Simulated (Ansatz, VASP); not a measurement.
# One calculation of Al, two programs

```
CELL_PARAMETERS angstrom
0.00000 2.00777 2.00777
2.00777 0.00000 2.00777
2.00777 2.00777 0.00000
ATOMIC_POSITIONS crystal
Al 0.00000 0.00000 0.00000
```

Alike in both runs: functional PBEsol; k mesh 18 × 18 × 18; occupations fermi-dirac, width 0.05 eV; no spin polarisation.

Ansatz relaxed the structure, and its values are those at the end. VASP's run is a single point on that final structure, the one shown.

|  | VASP | Ansatz |
| --- | --- | --- |
| version | VASP 6.6.1 | Ansatz 0.2.0 |
| potentials or method | VASP PAW PBE potentials, release 64 (Al) | PAW with Ansatz's default frozen-core files, scalar-relativistic |
| plane-wave cutoff (eV) | 520 | 420 |
| valence electrons in the cell | 3 | 3 |

|  | VASP | Ansatz | Ansatz less VASP |
| --- | --- | --- | --- |
| pressure (GPa) | 0.0 | 0.0 | -0.06 |

VASP's potentials were made for PBE, not for PBEsol.
